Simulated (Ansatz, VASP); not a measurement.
# Two plane-wave programs on In

INCAR

```
PREC = Accurate
ENCUT = 600
EDIFF = 1E-6
ISMEAR = -1
SIGMA = 0.05
LREAL = F
LASPH = T
NELM = 80
ALGO = Normal
ISIF = 3
LWAVE = F
LCHARG = F
GGA = PE
IVDW = 12
IBRION = 2
NSW = 60
EDIFFG = -0.01
```

The input KPOINTS:

```
regular mesh
0
Gamma
  11 11 11
```

Contents of POSCAR:

```
In
1.0
   -1.6254700000      1.6254700000      2.4737000000
    1.6254700000     -1.6254700000      2.4737000000
    1.6254700000      1.6254700000     -2.4737000000
In
1
Direct
    0.0000000000      0.0000000000      0.0000000000
```

The input input.yaml:

```yaml
crystal:
  lattice:
    - [-1.62547, 1.62547, 2.4737]
    - [1.62547, -1.62547, 2.4737]
    - [1.62547, 1.62547, -2.4737]
  atoms:
    - { symbol: In, position: [0.0, 0.0, 0.0] }
hamiltonian:
  xc: pbe
  pseudopotentials: { kind: paw }
  dispersion: d3bj
kpoints:
  mp_grid: { grid: [11, 11, 11] }
scf:
  occupations: { method: fermi_dirac, width: 0.05 }
output:
  forces: true
  stress: true
  eigenvalues: true
relax:
  f_tol: 0.01
  max_steps: 40
  cell: { stress_tol: 0.05 }
```

Alike in both runs: task relaxation of cell and atoms; functional PBE; dispersion D3(BJ); k mesh 11 × 11 × 11; occupations fermi-dirac, width 0.05 eV; no spin polarisation.

|  | VASP | Ansatz |
| --- | --- | --- |
| version | VASP 6.6.1 | Ansatz 0.2.0 |
| potentials or method | VASP PAW PBE potentials, release 64 (In_d) | Ansatz PAW |
| plane-wave cutoff (eV) | 600 | 420 |
| valence electrons in the cell | 13 | 13 |

Ansatz gave:

```
gap on the k mesh at the Fermi level, each at its own relaxed structure (eV) : none
relaxed volume (Å³/atom)                                                     : 26.04
relaxed cell length with the largest relative difference (Å)                 : 3.326
```

Problem. Estimate VASP's values.

Solution. gap on the k mesh at the Fermi level, each at its own relaxed structure (eV): none; relaxed volume (Å³/atom): 26.05; relaxed cell length with the largest relative difference (Å): 3.349.

A gap of «none» marks a metal or a gap that the smearing closes.

Noted on Ansatz's run: the plane-wave basis is chosen anew once the cell has moved, so the energies of steps on either side of that aren't comparable.
